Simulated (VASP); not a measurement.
# BN (P6_3/mmc) in VASP: dielectric tensor with PBE

Aim: the dielectric tensor of BN with PBE.

Everything below comes from runs of VASP 6.6.1. Logs are shortened: lines on timing, memory, paths and dates and some standing lists are left out, and cuts for length are marked.

### Step 1. The cell of the first run

Symmetry: P6_3/mmc, No. 194, hexagonal system. The conventional cell has a = 2.501 Å, b = 2.501 Å, c = 6.893 Å, α = 90.00°, β = 90.00°, γ = 120.00°. Within 1.9 Å of B (site symmetry -6m2) lie 3 N at 1.44 Å. N (site symmetry -6m2) has 3 B at 1.44 Å within 1.9 Å.

### Step 2. Dielectric tensor, PBE

INCAR reads:

```
PREC = Accurate ; ENCUT = 520
EDIFF = 1E-8 ; ISMEAR = 0
SIGMA = 0.01 ; LREAL = False
LASPH = True ; NELM = 120
ALGO = Normal ; ISIF = 2
LWAVE = False ; LCHARG = False
GGA = PE ; LEPSILON = True
GGA_COMPAT = False
```

KPOINTS reads:

```
regular mesh
0
Gamma
  9 9 4
```

POSCAR reads:

```
BN
1.0
    2.5008383104      0.0000000000      0.0000000000
   -1.2504191552      2.1657895075      0.0000000000
    0.0000000000      0.0000000000      6.8931205922
B N
2 2
Direct
    0.3333333333      0.6666666667      0.2500000000
    0.6666666667      0.3333333333      0.7500000000
    0.6666666667      0.3333333333      0.2500000000
    0.3333333333      0.6666666667      0.7500000000
```

Potentials or basis: VASP PAW PBE potentials, release 64 (B, N).

Command:

```bash
cat potpaw_PBE.64/B/POTCAR potpaw_PBE.64/N/POTCAR > POTCAR
mpirun -np 1 vasp_std > vasp.out
```

OUTCAR:

```text
PREC = Accurate
   ENCUT = 520
   EDIFF = 1E-8
   ISMEAR = 0
   LREAL = False
   LASPH = True
   NELM = 120
   ISIF = 2
   GGA = PE
   LEPSILON = True

 ion  position               nearest neighbor table
   1  0.333  0.667  0.250-   3 1.44   3 1.44   3 1.44
   2  0.667  0.333  0.750-   4 1.44   4 1.44   4 1.44
   3  0.667  0.333  0.250-   1 1.44   1 1.44   1 1.44
   4  0.333  0.667  0.750-   2 1.44   2 1.44   2 1.44

  LATTYP: Found a hexagonal cell.
 ALAT       =     2.5008383104
 C/A-ratio  =     2.7563239749

  Lattice vectors:

 A1 = (   2.5008383104,   0.0000000000,   0.0000000000)
 A2 = (  -1.2504191552,   2.1657895075,   0.0000000000)
 A3 = (   0.0000000000,   0.0000000000,   6.8931205922)

Analysis of symmetry for initial positions (statically):
=====================================================================
 Subroutine PRICEL returns:
 Original cell was already a primitive cell.

 Routine SETGRP: Setting up the symmetry group for a
 hexagonal supercell.

 Subroutine GETGRP returns: Found 24 space group operations
 (whereof 12 operations were pure point group operations)
 out of a pool of 24 trial point group operations.

The static configuration has the point symmetry D_3d.
 The point group associated with its full space group is D_6h.

Analysis of symmetry for dynamics (positions and initial velocities):
=====================================================================
 Subroutine PRICEL returns:
 Original cell was already a primitive cell.

 Routine SETGRP: Setting up the symmetry group for a
 hexagonal supercell.

 Subroutine GETGRP returns: Found 24 space group operations
 (whereof 12 operations were pure point group operations)
 out of a pool of 24 trial point group operations.

The dynamic configuration has the point symmetry D_3d.
 The point group associated with its full space group is D_6h.

 Subroutine INISYM returns: Found 24 space group operations
 (whereof 12 operations are pure point group operations),
 and found     1 'primitive' translations

----------------------------------------------------------------------------------------

                                     Primitive cell

  volume of cell :      37.3351

  direct lattice vectors                    reciprocal lattice vectors
     2.500838310  0.000000000  0.000000000     0.399865915  0.230862694  0.000000000
    -1.250419155  2.165789507  0.000000000     0.000000000  0.461725388  0.000000000
     0.000000000  0.000000000  6.893120592     0.000000000  0.000000000  0.145072175

  length of vectors
     2.500838310  2.500838310  6.893120592     0.461725388  0.461725388  0.145072175

  position of ions in fractional coordinates (direct lattice)
     0.333333333  0.666666667  0.250000000
     0.666666667  0.333333333  0.750000000
     0.666666667  0.333333333  0.250000000
     0.333333333  0.666666667  0.750000000

  ion indices of the primitive-cell ions
   primitive index   ion index
                 1           1
                 2           2
                 3           3
                 4           4

----------------------------------------------------------------------------------------

 KPOINTS: regular mesh

Automatic generation of k-mesh.
 Grid dimensions read from file:
 generate k-points for:    9    9    4

 Generating k-lattice:

  Cartesian coordinates                     Fractional coordinates (reciprocal lattice)
     0.044429546  0.025651410  0.000000000     0.111111111  0.000000000  0.000000000
     0.000000000  0.051302821  0.000000000     0.000000000  0.111111111  0.000000000
     0.000000000  0.000000000  0.036268044     0.000000000  0.000000000  0.250000000

  Length of vectors
     0.051302821  0.051302821  0.036268044

[... 95 lines left out ...]

 E-fermi :   2.1288     XC(G=0):  -9.8299

 val. band max:        1.9956926013   @ k =   0.3333   0.3333   0.5000
 cond. band min:       6.4421910772   @ k =   0.4444   0.1111   0.0000
 fundamental gap:      4.4464984759
 Fermi energy:         2.1287947660

 k-point     1 :       0.0000    0.0000    0.0000
  band No.  band energies     occupation
      1     -15.7917      2.00000
      2     -15.5720      2.00000
      3      -4.0832      2.00000
      4      -2.3189      2.00000
      5       0.6690      2.00000
      6       0.6690      2.00000
      7       0.6941      2.00000
      8       0.6941      2.00000
      9       7.0411      0.00000
     10      11.8812      0.00000
     11      13.5900      0.00000
     12      13.5981      0.00000
[... 331 lines left out ...]
 k-point    24 :       0.3333    0.3333    0.2500
  band No.  band energies     occupation
      1     -11.9972      2.00000
      2     -11.9972      2.00000
      3      -5.9626      2.00000
      4      -5.8789      2.00000
      5      -5.1588      2.00000
      6      -5.1588      2.00000
      7       1.9701      2.00000
      8       1.9701      2.00000
      9       6.7319      0.00000
     10       6.7319      0.00000
     11      13.2087      0.00000
     12      15.2417      0.00000

 [... further k-points ...]

  FORCE on cell =-STRESS in cart. coord.  units (eV):
  Direction    XX          YY          ZZ          XY          YZ          ZX
  --------------------------------------------------------------------------------------
  -------------------------------------------------------------------------------------
  Total        1.1467183      1.1467183      0.4075063      0.0000000      0.0000000      0.0000000
  in kB       49.2095738     49.2095738     17.4874774      0.0000000      0.0000000      0.0000000
  external PRESSURE =      38.6355417 kB  Pullay stress =       0.0000000 kB

 VOLUME and BASIS-vectors are now :
 -----------------------------------------------------------------------------
  energy-cutoff  :      520.00
  volume of cell :       37.34
      direct lattice vectors                 reciprocal lattice vectors
     2.500838310  0.000000000  0.000000000     0.399865915  0.230862694  0.000000000
    -1.250419155  2.165789507  0.000000000     0.000000000  0.461725388  0.000000000
     0.000000000  0.000000000  6.893120592     0.000000000  0.000000000  0.145072175

 POSITION                                       TOTAL-FORCE (eV/Angst)
 -----------------------------------------------------------------------------------
     -0.00000      1.44386      1.72328         0.000000     -0.000000      0.000000
      1.25042      0.72193      5.16984        -0.000000      0.000000      0.000000
      1.25042      0.72193      1.72328         0.000000     -0.000000      0.000000
     -0.00000      1.44386      5.16984         0.000000      0.000000      0.000000
 -----------------------------------------------------------------------------------
    total drift:                               -0.000000      0.000000      0.000000

  FREE ENERGIE OF THE ION-ELECTRON SYSTEM (eV)
  ---------------------------------------------------
  free  energy   TOTEN  =       -35.1707478487 eV

  energy  without entropy=      -35.1707478487  energy(sigma->0) =      -35.17074785

 HEAD OF MICROSCOPIC STATIC DIELECTRIC TENSOR (INDEPENDENT PARTICLE, excluding Hartree and local field effects)
 ------------------------------------------------------
           4.704965     0.000000    -0.000000
           0.000000     4.704965     0.000000
           0.000000    -0.000000     2.871950
 ------------------------------------------------------

 Free energy of the ion-electron system (eV)
  ---------------------------------------------------
  ---------------------------------------------------
  free energy    TOTEN  =        -0.39875952 eV

  energy without entropy =       -0.39875952

------------------------ aborting loop because EDIFF is reached ----------------------------------------

--------------------------------------- Ionic step        2  -------------------------------------------

------------------------ aborting loop because EDIFF is reached ----------------------------------------

--------------------------------------- Ionic step        3  -------------------------------------------

 Free energy of the ion-electron system (eV)
  ---------------------------------------------------
  ---------------------------------------------------
  free energy    TOTEN  =        -0.17737924 eV

  energy without entropy =       -0.17737924

------------------------ aborting loop because EDIFF is reached ----------------------------------------

 PIEZOELECTRIC TENSOR FIELD DIRECTION 3  (e Angst)
 -----------------------------------------------------------------------------
    -0.00014  0.00000  0.00000           ( -0.00000  0.00000  0.00000)
     0.00000 -0.00014  0.00000           (  0.00000 -0.00000  0.00000)
     0.00000  0.00000 -0.00001           (  0.00000  0.00000 -0.00000)

 PIEZOELECTRIC TENSOR FIELD DIRECTION 3  (C/m^2)
 -----------------------------------------------------------------------------
    -0.00006  0.00000  0.00000
     0.00000 -0.00006  0.00000
     0.00000  0.00000 -0.00000

 MACROSCOPIC STATIC DIELECTRIC TENSOR (including local field effects in DFT)
 ------------------------------------------------------
           4.619836     0.000000     0.000000
           0.000000     4.619836     0.000000
           0.000000    -0.000000     2.530728
 ------------------------------------------------------

 PIEZOELECTRIC TENSOR (including local field effects)  for field in x, y, z        (e  Angst)
          XX          YY          ZZ          XY          YZ          ZX
  --------------------------------------------------------------------------------
  x     0.00000     0.00000     0.00000     0.00000     0.00000     0.00000
  y     0.00000     0.00000     0.00000     0.00000     0.00000     0.00000
  z     0.00000     0.00000     0.00000     0.00000     0.00000     0.00000

 PIEZOELECTRIC TENSOR (including local field effects)  for field in x, y, z        (C/m^2)
          XX          YY          ZZ          XY          YZ          ZX
  --------------------------------------------------------------------------------
  x     0.00000     0.00000     0.00000     0.00000     0.00000     0.00000
  y     0.00000     0.00000     0.00000     0.00000     0.00000     0.00000
  z     0.00000     0.00000     0.00000     0.00000     0.00000     0.00000

 BORN EFFECTIVE CHARGES (including local field effects) (in |e|, cummulative output)
 ---------------------------------------------------------------------------------
 ion    1
    1     2.70757     0.00000     0.00000
    2     0.00000     2.70757     0.00000
    3     0.00000     0.00000     0.67755
 ion    2
    1     2.70757     0.00000     0.00000
    2     0.00000     2.70757     0.00000
    3     0.00000     0.00000     0.67755
 ion    3
    1    -2.70757     0.00000     0.00000
    2     0.00000    -2.70757     0.00000
    3     0.00000     0.00000    -0.67755
 ion    4
    1    -2.70757     0.00000     0.00000
    2     0.00000    -2.70757     0.00000
    3     0.00000     0.00000    -0.67755
```

Run time: 3.9 min. Hardware: 1 thread of Intel Xeon 8259CL, shared host; peak memory 0.22 GiB.

Results:

```yaml
Band_gap_on_the_k_mesh: 4.45 eV (least direct gap 4.66 eV)
Electronic_dielectric_tensor_diagonal: 4.62, 4.62, 2.53
Born_charges_mean_of_the_diagonal: B +2.03; N -2.03 e
```

Electronic dielectric tensor:
```
4.62 0.00 0.00
0.00 4.62 0.00
0.00 0.00 2.53
```

Born effective charge tensors (e):
atom 1, B
```
2.71 0.00 0.00
0.00 2.71 0.00
0.00 0.00 0.68
```
atom 2, B
```
2.71 0.00 0.00
0.00 2.71 0.00
0.00 0.00 0.68
```
atom 3, N
```
-2.71  0.00  0.00
 0.00 -2.71  0.00
 0.00  0.00 -0.68
```
atom 4, N
```
-2.71  0.00  0.00
 0.00 -2.71  0.00
 0.00  0.00 -0.68
```

Caveat: an odd mesh through Γ misses points on the zone boundary, where band edges can lie; this functional lacks dispersion, which binds the layers, so the pressure and a relaxed spacing across them are unreliable.
